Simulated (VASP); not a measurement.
Runs of VASP 6.6.1 on As. The structure is that of space group Fm-3m (No. 225), or close to it. The cells are those of the table. This isn't the form of As at room conditions, which is rhombohedral.

```csv
task,cell,gap on the mesh (eV),pressure (GPa)
relaxation of cell and atoms,"relaxed from a = 3.125 Å, angles 60.0°, 1 atom",none,0.0
single point,"a = 2.949 Å, angles 60.0°, 1 atom",none,0.2
relaxation of cell and atoms,"relaxed to 10 GPa from a = 3.125 Å, angles 60.0°, 1 atom",none,10.0
single point,"a = 2.902 Å, angles 60.0°, 1 atom",none,5.4
single point,"a = 2.863 Å, angles 60.0°, 1 atom",none,(a)
single point,"a = 2.801 Å, angles 60.0°, 1 atom",none,20.7
relaxation of cell and atoms,"relaxed to 5 GPa from a = 3.125 Å, angles 60.0°, 1 atom",none,5.0
relaxation of cell and atoms,"relaxed to 20 GPa from a = 3.125 Å, angles 60.0°, 1 atom",none,20.0
```

Alike in all rows: level LDA; potentials or basis VASP PAW LDA potentials, release 64 (As); no spin polarisation; k mesh 16 × 16 × 16; cutoff (eV) 500; smearing fermi-dirac 0.1 eV.

Estimate the missing entries.

(a) 10.4.

Caveats: the cell is relaxed towards a set pressure, so the run minimises the enthalpy, not the energy (at least some runs); the cell stands under pressure (at least some runs).

A k mesh can miss the band edges, and the runs leave out spin-orbit coupling on As.

A gap of «none» marks levels without a gap at the run's occupations.
